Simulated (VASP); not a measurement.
# SiC (4H-SiC (P6_3mc)) (P6_3mc) in VASP: further runs

SiC (4H-SiC (P6_3mc)) is run at these levels: PBE; tasks: single point, relaxation of cell and atoms.

Everything below comes from runs of VASP 6.6.1. Logs are shortened: lines on timing, memory, paths and dates and some standing lists are left out, and cuts for length are marked.

**1. The cell of the first run**

The structure is hexagonal, space group P6_3mc (No. 186). The conventional cell has a = 3.094 Å, b = 3.094 Å, c = 10.129 Å, α = 90.00°, β = 90.00°, γ = 120.00°. Si (site symmetry 3m) has 4 C at 1.90 Å within 2.5 Å. Within 2.5 Å of Si (site symmetry 3m) lie 4 C at 1.89 to 1.90 Å. Within 2.5 Å of C (site symmetry 3m) lie 4 Si at 1.89 to 1.90 Å. C (site symmetry 3m) has 4 Si at 1.90 Å within 2.5 Å.

**2. Single point, PBE**

Contents of INCAR:

```
PREC = Accurate
ENCUT = 520
EDIFF = 1E-6
ISMEAR = 0
SIGMA = 0.01
LREAL = False
LASPH = True
NELM = 80
ALGO = Normal
ISIF = 2
LWAVE = False
LCHARG = False
GGA = PE
NBANDS = 26
```

Contents of KPOINTS:

```
Automatic mesh
0
Gamma
  10 10 3
```

Contents of POSCAR:

```
SiC
1.0
    3.0939615148      0.0000000290      0.0000000000
   -1.5469807826      2.6794492556      0.0000000000
    0.0000000000      0.0000000000     10.1287833507
Si C
4 4
Direct
    0.6666666667      0.3333333333      0.9378448633
    0.3333333333      0.6666666667      0.4378448633
    0.0000000000      0.0000000000      0.6879001272
    0.0000000000      0.0000000000      0.1879001272
    0.6666666667      0.3333333333      0.7498071201
    0.3333333333      0.6666666667      0.2498071201
    0.0000000000      0.0000000000      0.5004468893
    0.0000000000      0.0000000000      0.0004468893
```

Potentials or basis: VASP PAW PBE potentials, release 64 (Si, C).

The run is started by

```
$ cat potpaw_PBE.64/Si/POTCAR potpaw_PBE.64/C/POTCAR > POTCAR
$ mpirun -np 1 vasp_std > vasp.out
```

OUTCAR:

```text
PREC = Accurate
   ENCUT = 520
   EDIFF = 1E-6
   ISMEAR = 0
   LREAL = False
   LASPH = True
   NELM = 80
   ISIF = 2
   GGA = PE

 ion  position               nearest neighbor table
   1  0.667  0.333  0.938-   8 1.90   8 1.90   8 1.90   5 1.90   3 3.10   3 3.10   3 3.10   4 3.10
                             4 3.10   4 3.10
   2  0.333  0.667  0.438-   7 1.90   7 1.90   7 1.90   6 1.90   4 3.10   4 3.10   4 3.10   3 3.10
                             3 3.10   3 3.10
   3  0.000  0.000  0.688-   5 1.89   5 1.89   5 1.89   7 1.90   1 3.10   1 3.10   1 3.10   2 3.10
                             2 3.10   2 3.10
   4  0.000  0.000  0.188-   6 1.89   6 1.89   6 1.89   8 1.90   2 3.10   2 3.10   2 3.10   1 3.10
                             1 3.10   1 3.10
   5  0.667  0.333  0.750-   3 1.89   3 1.89   3 1.89   1 1.90
   6  0.333  0.667  0.250-   4 1.89   4 1.89   4 1.89   2 1.90
   7  0.000  0.000  0.500-   2 1.90   2 1.90   2 1.90   3 1.90
   8  0.000  0.000  0.000-   1 1.90   1 1.90   1 1.90   4 1.90

  LATTYP: Found a hexagonal cell.
 ALAT       =     3.0939615148
 C/A-ratio  =     3.2737263545

  Lattice vectors:

 A1 = (   3.0939615148,   0.0000000290,   0.0000000000)
 A2 = (  -1.5469807826,   2.6794492556,   0.0000000000)
 A3 = (   0.0000000000,   0.0000000000,  10.1287833507)

Analysis of symmetry for initial positions (statically):
=====================================================================
 Subroutine PRICEL returns:
 Original cell was already a primitive cell.

 Routine SETGRP: Setting up the symmetry group for a
 hexagonal supercell.

 Subroutine GETGRP returns: Found 12 space group operations
 (whereof  6 operations were pure point group operations)
 out of a pool of 24 trial point group operations.

The static configuration has the point symmetry C_3v.
 The point group associated with its full space group is C_6v.

Analysis of symmetry for dynamics (positions and initial velocities):
=====================================================================
 Subroutine PRICEL returns:
 Original cell was already a primitive cell.

 Routine SETGRP: Setting up the symmetry group for a
 hexagonal supercell.

 Subroutine GETGRP returns: Found 12 space group operations
 (whereof  6 operations were pure point group operations)
 out of a pool of 24 trial point group operations.

The dynamic configuration has the point symmetry C_3v.
 The point group associated with its full space group is C_6v.

 Subroutine INISYM returns: Found 12 space group operations
 (whereof  6 operations are pure point group operations),
 and found     1 'primitive' translations

----------------------------------------------------------------------------------------

                                     Primitive cell

  volume of cell :      83.9688

  direct lattice vectors                    reciprocal lattice vectors
     3.093961515  0.000000029  0.000000000     0.323210224  0.186605514  0.000000000
    -1.546980783  2.679449256  0.000000000    -0.000000003  0.373211022  0.000000000
     0.000000000  0.000000000 10.128783351     0.000000000  0.000000000  0.098728541

  length of vectors
     3.093961515  3.093961515 10.128783351     0.373211022  0.373211022  0.098728541

  position of ions in fractional coordinates (direct lattice)
     0.666666667  0.333333333  0.937844863
     0.333333333  0.666666667  0.437844863
     0.000000000  0.000000000  0.687900127
     0.000000000  0.000000000  0.187900127
     0.666666667  0.333333333  0.749807120
     0.333333333  0.666666667  0.249807120
     0.000000000  0.000000000  0.500446889
     0.000000000  0.000000000  0.000446889

  ion indices of the primitive-cell ions
   primitive index   ion index
                 1           1
                 2           2
                 3           3
                 4           4
                 5           5
                 6           6
                 7           7
                 8           8

----------------------------------------------------------------------------------------

 KPOINTS: Automatic mesh

Automatic generation of k-mesh.
 Grid dimensions read from file:
 generate k-points for:   10   10    3

 Generating k-lattice:

  Cartesian coordinates                     Fractional coordinates (reciprocal lattice)
     0.032321022  0.018660551  0.000000000     0.100000000  0.000000000  0.000000000
    -0.000000000  0.037321102  0.000000000     0.000000000  0.100000000  0.000000000
     0.000000000  0.000000000  0.032909514     0.000000000  0.000000000  0.333333333

  Length of vectors
     0.037321102  0.037321102  0.032909514

  Shift w.r.t. Gamma in fractional coordinates (k-lattice)
     0.000000000  0.000000000  0.000000000

 Subroutine IBZKPT returns following result:
 ===========================================

 Found     28 irreducible k-points:

 Following reciprocal coordinates:
            Coordinates               Weight
  0.000000  0.000000  0.000000      1.000000
  0.100000  0.000000  0.000000      6.000000
  0.200000  0.000000  0.000000      6.000000
  0.300000  0.000000  0.000000      6.000000
  0.400000  0.000000  0.000000      6.000000
  0.500000  0.000000  0.000000      3.000000
[... 16 lines left out ...]
  0.300000  0.100000  0.333333     24.000000
  0.400000  0.100000  0.333333     24.000000
 [... further k-points ...]
   k-points           NKPTS =     28   k-points in BZ     NKDIM =     28   number of bands    NBANDS=     26
   number of dos      NEDOS =    301   number of ions     NIONS =      8
   total plane-waves  NPLWV =  46080
   dimension x,y,z NGX =    24 NGY =   24 NGZ =   80
   dimension x,y,z NGXF=    48 NGYF=   48 NGZF=  160
   ions per type =               4   4
   NGX,Y,Z   is equivalent  to a cutoff of  12.90, 12.90, 13.13 a.u.
   NGXF,Y,Z  is equivalent  to a cutoff of  25.79, 25.79, 26.26 a.u.
 SYSTEM =  unknown system
   PREC   = accura    normal or accurate (medium, high low for compatibility)
   ISTART =      0    job   : 0-new  1-cont  2-samecut
   ICHARG =      2    charge: 1-file 2-atom 10-const
   ISPIN  =      1    spin polarized calculation?
   LNONCOLLINEAR =      F non collinear calculations
   LSORBIT =      F    spin-orbit coupling
   LASPH  =      T    aspherical Exc in radial PAW
   ENCUT  =  520.0 eV  38.22 Ry    6.18 a.u.   5.75  5.75 18.83*2*pi/ulx,y,z
   NELM   =     80;   NELMIN=  2; NELMDL= -5     # of ELM steps
   EDIFF  = 0.1E-05   stopping-criterion for ELM
   LREAL  =      F    real-space projection
   EDIFFG = 0.1E-04   stopping-criterion for IOM
   NSW    =      0    number of steps for IOM
   IBRION =     -1    ionic relax: 0-MD 1-quasi-New 2-CG
   NFREE  =      0    steps in history (QN), initial steepest desc. (CG)
   ISIF   =      2    stress and relaxation
   ISYM   =      2    0-nonsym 1-usesym 2-fastsym
   POTIM  = 0.5000    time-step for ionic-motion
   TEBEG  =    0.0;   TEEND  =   0.0 temperature during run
   PSTRESS=    0.0 pullay stress
   NELECT =      32.0000    total number of electrons
   NUPDOWN=      -1.0000    fix difference up-down
   EMIN   =  10.00;   EMAX   =-10.00  energy-range for DOS
   EFERMI =   0.00;   METHOD = LEGACY
   ISMEAR =     0;   SIGMA  =   0.01  broadening in eV -4-tet -1-fermi 0-gaus
   EFERMI_NEDOS =   21; number of points for ismear=-14 and -15
   IALGO  =     38    algorithm
   IMIX   =      4    mixing-type and parameters
     AMIX     =   0.40;   BMIX     =  1.00
     AMIX_MAG =   1.60;   BMIX_MAG =  1.00
  volume/ion in A,a.u.               =      10.50        70.83
  Fermi-wavevector in a.u.,A,eV,Ry     =   1.186913  2.242940 19.167379  1.408763
  Thomas-Fermi vector in A             =   2.323076
   LORBIT       =      0    0 simple, 1 ext, 2 COOP (PROOUT), +10 PAW based schemes
   GGA     = PE    functional components
   LHFCALC =     F    Hartree Fock is set to
   AEXX    =    0.0000 exact exchange contribution
   IVDW    =     0    specifies the selected vdW correction
   LEPSILON=     F    determine dielectric tensor
   LRPA    =     F    only Hartree local field effects (RPA)
 non-spin polarized calculation
 Gauss-broadening in eV      SIGMA  =   0.01
  energy-cutoff  :      520.00
  volume of cell :       83.97
 maximum number of plane-waves:      2284
 NGX is ok and might be reduce to    24
   NGX = 11   NGY = 11   NGZ = 37

 number of electron      32.0000001 magnetization

 Free energy of the ion-electron system (eV)
  ---------------------------------------------------
  ext. energy  EPLUGINS =         0.00000000
  ---------------------------------------------------
  free energy    TOTEN  =       -60.24877636 eV

  energy without entropy =      -60.24877636  energy(sigma->0) =      -60.24877636

 E-fermi :   8.0835     XC(G=0): -11.2905

 val. band max:        8.0125961139   @ k =   0.0000   0.0000   0.0000
 cond. band min:      10.2355214743   @ k =   0.5000   0.0000   0.0000
 fundamental gap:      2.2229253603
 Fermi energy:         8.0834817051

 k-point     1 :       0.0000    0.0000    0.0000
  band No.  band energies     occupation
      1      -7.3541      2.00000
      2      -6.1909      2.00000
      3      -6.1551      2.00000
      4      -3.8416      2.00000
      5      -0.5158      2.00000
      6       3.6599      2.00000
[... 18 lines left out ...]
     25      15.3024      0.00000
     26      15.9869      0.00000

 k-point     2 :       0.1000    0.0000    0.0000
  band No.  band energies     occupation
      1      -7.1827      2.00000
      2      -6.0252      2.00000
      3      -5.9886      2.00000
      4      -3.6970      2.00000
      5      -0.3597      2.00000
      6       3.7064      2.00000
[... 18 lines left out ...]
     25      15.5231      0.00000
     26      15.7615      0.00000

 k-point     3 :       0.2000    0.0000    0.0000
  band No.  band energies     occupation
      1      -6.6746      2.00000
      2      -5.5372      2.00000
      3      -5.4976      2.00000
      4      -3.2837      2.00000
      5       0.0850      2.00000
      6       3.4656      2.00000
[... 572 lines left out ...]
 k-point    23 :       0.3000    0.1000    0.3333
  band No.  band energies     occupation
      1      -5.1077      2.00000
      2      -4.7464      2.00000
      3      -3.4420      2.00000
      4      -2.7225      2.00000
      5       0.7592      2.00000
      6       1.0374      2.00000
[... 18 lines left out ...]
     25      16.2164      0.00000
     26      17.2065      0.00000

 k-point    24 :       0.4000    0.1000    0.3333
  band No.  band energies     occupation
      1      -4.0646      2.00000
      2      -3.7799      2.00000
      3      -2.8914      2.00000
      4      -2.5244      2.00000
      5      -0.0583      2.00000
      6       0.2830      2.00000
[... 18 lines left out ...]
     25      15.8798      0.00000
     26      16.7830      0.00000

 [... further k-points ...]
[... 5 lines left out ...]
  --------------------------------------------------------------------------------------
  -------------------------------------------------------------------------------------
  Total       -0.0092692     -0.0092692     -0.0065296      0.0000000      0.0000000      0.0000000
  in kB       -0.1768623     -0.1768623     -0.1245890      0.0000000      0.0000000      0.0000000
  external PRESSURE =      -0.1594379 kB  Pullay stress =       0.0000000 kB

 VOLUME and BASIS-vectors are now :
 -----------------------------------------------------------------------------
  energy-cutoff  :      520.00
  volume of cell :       83.97
      direct lattice vectors                 reciprocal lattice vectors
     3.093961515  0.000000029  0.000000000     0.323210224  0.186605514  0.000000000
    -1.546980783  2.679449256  0.000000000    -0.000000003  0.373211022  0.000000000
     0.000000000  0.000000000 10.128783351     0.000000000  0.000000000  0.098728541

 POSITION                                       TOTAL-FORCE (eV/Angst)
 -----------------------------------------------------------------------------------
      1.54698      0.89315      9.49923         0.000000      0.000000      0.001016
     -0.00000      1.78630      4.43484        -0.000000      0.000000      0.001016
      0.00000      0.00000      6.96759         0.000000      0.000000     -0.001382
      0.00000      0.00000      1.90320         0.000000     -0.000000     -0.001382
      1.54698      0.89315      7.59463        -0.000000      0.000000     -0.000139
     -0.00000      1.78630      2.53024         0.000000     -0.000000     -0.000139
      0.00000      0.00000      5.06892         0.000000      0.000000      0.000504
      0.00000      0.00000      0.00453        -0.000000      0.000000      0.000504
 -----------------------------------------------------------------------------------
    total drift:                                0.000000      0.000000     -0.000934

  FREE ENERGIE OF THE ION-ELECTRON SYSTEM (eV)
  ---------------------------------------------------
  free  energy   TOTEN  =       -60.2487763579 eV

  energy  without entropy=      -60.2487763579  energy(sigma->0) =      -60.24877636
```

It took 30 s on 1 thread of Intel Xeon Platinum 8488C (Sapphire Rapids), shared host; peak memory 0.21 GiB.

Results:

```
Free energy            : -60.2488 eV
Pressure               : 0.0 GPa
Band gap on the k mesh : 2.22 eV, indirect (least direct gap 3.34 eV)
```

A k mesh can miss the band edges.

**3. Relaxation of cell and atoms, PBE**

This run uses another cell than the first one, of 10.31 Å³/atom, 0.983 times its volume.

Contents of INCAR:

```
SYSTEM = SiC
PREC = Accurate ; ENCUT = 600
EDIFF = 1E-6 ; ISMEAR = 0
SIGMA = 0.01 ; LREAL = .FALSE.
LASPH = .TRUE. ; NELM = 100
ALGO = Normal ; ISIF = 3
LWAVE = .FALSE. ; LCHARG = .FALSE.
GGA = PE ; IBRION = 2
NSW = 80 ; EDIFFG = -0.005
```

Contents of KPOINTS:

```
regular mesh
0
G
  10 10 3
  0 0 0
```

Contents of POSCAR:

```
SiC
1.0
    3.0756941000      0.0000000000      0.0000000000
   -1.5378471000      2.6636293000      0.0000000000
    0.0000000000      0.0000000000     10.0706465000
Si C
4 4
Direct
    0.6666666700      0.3333333300      0.9378419800
    0.3333333300      0.6666666700      0.4378419800
    0.0000000000      0.0000000000      0.6878943800
    0.0000000000      0.0000000000      0.1878943800
    0.6666666700      0.3333333300      0.7498025900
    0.3333333300      0.6666666700      0.2498025900
    0.0000000000      0.0000000000      0.5004600500
    0.0000000000      0.0000000000      0.0004600500
```

Potentials or basis: VASP PAW PBE potentials, release 64 (Si, C).

The run is started by

```
$ cat potpaw_PBE.64/Si/POTCAR potpaw_PBE.64/C/POTCAR > POTCAR
$ mpirun -np 1 vasp_std > vasp.out
```

Wall time 1.8 min (1 thread of Intel Xeon Platinum 8488C (Sapphire Rapids), shared host); peak memory 0.25 GiB.

It converged, with:

* Free energy: -60.2528 eV
* Relaxed volume: 10.49 Å³/atom
* Relaxed cell: a = 3.093 Å, b = 3.093 Å, c = 10.126 Å, α = 90.00°, β = 90.00°, γ = 120.00°
* Space group after relaxing (to 0.05 Å): P6_3mc (No. 186)
* Energy gained by relaxing: 2.0 meV/atom
* Ionic steps: 7
* Pressure after relaxing: 0.0 GPa
* Band gap on the k mesh: 2.22 eV, indirect (least direct gap 3.34 eV)

The path:
```
step  energy change (eV)  largest force (eV/Å)  pressure (GPa)  volume (Å³)
   1              0.0000                0.0054            3.72        82.50
   2              0.0009                0.0172           -3.60        85.40
   3             -0.0161                0.0065            0.00        83.91
   4             -0.0161                0.0063            0.07        83.89
   5             -0.0161                0.0043            0.07        83.89
   6             -0.0161                0.0009            0.07        83.89
   7             -0.0161                0.0003            0.04        83.90
```

Final structure:
```
Si C
1.0
     3.09310    0.00000    0.00000
    -1.54655    2.67870    0.00000
     0.00000    0.00000   10.12607
Si C
4 4
Direct
  0.66667 0.33333 0.93785
  0.33333 0.66667 0.43785
  0.00000 0.00000 0.68790
  0.00000 0.00000 0.18790
  0.66667 0.33333 0.74981
  0.33333 0.66667 0.24981
  0.00000 0.00000 0.50045
  0.00000 0.00000 0.00045
```

Levels at points of the mesh, in eV from the valence-band top:
```tsv
k point	band 12	band 13	band 14	band 15	band 16	band 17	band 18	band 19	band 20	band 21
(0.00, 0.00, 0.00)	-0.58	-0.58	-0.05	0.00	0.00	4.97	5.55	6.13	6.19	6.89
(0.50, 0.00, 0.00)	-2.37	-2.34	-2.20	-1.56	-1.12	2.22	2.34	4.18	4.66	5.24
```
